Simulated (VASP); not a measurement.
Write the native input for VASP 6.6.1 that does the following.

```yaml
Task: single point
Functional: PBEsol
Potentials_or_basis: VASP PAW PBE potentials, release 64 (Ru_pv)
Cutoff: 520 eV
k_mesh: 21 × 21 × 12
Occupations: gaussian, width 0.15 eV
Spin: no spin polarisation
Dipole_correction: no
Further_INCAR_settings: ALGO = Fast; EDIFF = 1e-07; NBANDS = 21
```

The structure of Ru lies in POSCAR:

```
Ru
1.0
    2.7311850686      0.0000000000      0.0000000000
   -1.3655925343      2.3652756519      0.0000000000
    0.0000000000      0.0000000000      4.3879219312
Ru
2
Direct
    0.3333333333      0.6666666667      0.2500000000
    0.6666666667      0.3333333333      0.7500000000
```

This cell differs from its parent crystal: volume 14.173 Å^3 an atom, c/a of the conventional cell 1.6066.

One way to write it, as run:

INCAR

```
PREC = Accurate
ENCUT = 520
EDIFF = 1E-7
ISMEAR = 0
SIGMA = 0.15
LREAL = F
LASPH = T
NELM = 80
ALGO = Fast
ISIF = 2
LWAVE = F
LCHARG = F
GGA = PS
NBANDS = 21
```

KPOINTS

```
Automatic mesh
0
Gamma
  21 21 12
```

Potentials or basis: VASP PAW PBE potentials, release 64 (Ru_pv).

Command:

```console
$ cat potpaw_PBE.64/Ru_pv/POTCAR > POTCAR
$ mpirun -np 1 vasp_std > vasp.out
```

It gave:

| Item | Value |
| --- | --- |
| Pressure | -18.7 GPa |
| Band gap on the k mesh | zero (band 14 reaches 13.44 eV, above the bottom of band 15 at 10.53 eV) |

Caveat: the PAW data sets were made with another functional, which shifts forces and pressure a little.

Run time: 89 s on 1 thread of Intel(R) Xeon(R) Platinum 8559C (Emerald Rapids) (shared host), peak memory 0.26 GiB.
